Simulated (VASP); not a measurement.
A run of VASP 6.6.1:

Contents of POSCAR:

```
Bi
1.0
    2.2675000000      1.3091417354      3.9380000000
   -2.2675000000      1.3091417354      3.9380000000
    0.0000000000     -2.6182834708      3.9380000000
Bi
2
Direct
    0.2340000000      0.2340000000      0.2340000000
    0.7660000000      0.7660000000      0.7660000000
```

The input INCAR.step1:

```
SYSTEM = Bi
PREC     = Accurate       ! precision mode
ENCUT    = 520            ! plane-wave cutoff, eV
ISMEAR   = 0              ! smearing method
SIGMA    = 0.1            ! smearing width, eV
LREAL    = .False.        ! projectors in reciprocal space
LASPH    = .True.         ! aspherical terms in the spheres
NELM     = 60             ! most SCF steps
NBANDS   = 22             ! bands
GGA      = PE             ! functional
ALGO     = Normal         ! electronic algorithm
EDIFF    = 1E-4           ! SCF threshold, eV
LWAVE    = .True.         ! write WAVECAR
LCHARG   = .False.        ! write CHGCAR
```

Contents of INCAR.step2:

```
SYSTEM = Bi
PREC     = Accurate       ! precision mode
ENCUT    = 520            ! plane-wave cutoff, eV
EDIFF    = 1E-7           ! SCF threshold, eV
ISMEAR   = 0              ! smearing method
SIGMA    = 0.1            ! smearing width, eV
LREAL    = .False.        ! projectors in reciprocal space
LASPH    = .True.         ! aspherical terms in the spheres
NELM     = 60             ! most SCF steps
ALGO     = Normal         ! electronic algorithm
ISIF     = 2              ! what is computed and relaxed
LWAVE    = .False.        ! write WAVECAR
LCHARG   = .True.         ! write CHGCAR
METAGGA  = R2SCAN         ! meta-GGA
LMIXTAU  = .True.       
LELF     = .True.         ! ELF
LVHAR    = .True.       
NBANDS   = 22             ! bands
ISTART   = 1
```

File KPOINTS:

```
regular mesh
0
Gamma
  6 6 6
  0 0 0
```

Potentials or basis: VASP PAW PBE potentials, release 64 (Bi_d).

Command:

```console
$ cat potpaw_PBE.64/Bi_d/POTCAR > POTCAR
$ cp INCAR.step1 INCAR
$ mpirun -np 1 vasp_std > vasp.out
$ cp INCAR.step2 INCAR
$ mpirun -np 1 vasp_std > vasp.out
```

Hardware: 1 thread of Intel(R) Xeon(R) Platinum 8488C (Sapphire Rapids), with other jobs on the host.

Q: How long does it take, and how much memory?

A: Run time: 2.5 min on 1 thread of Intel(R) Xeon(R) Platinum 8488C (Sapphire Rapids), on a shared host, peak memory 0.22 GiB. Counts: k points 32.
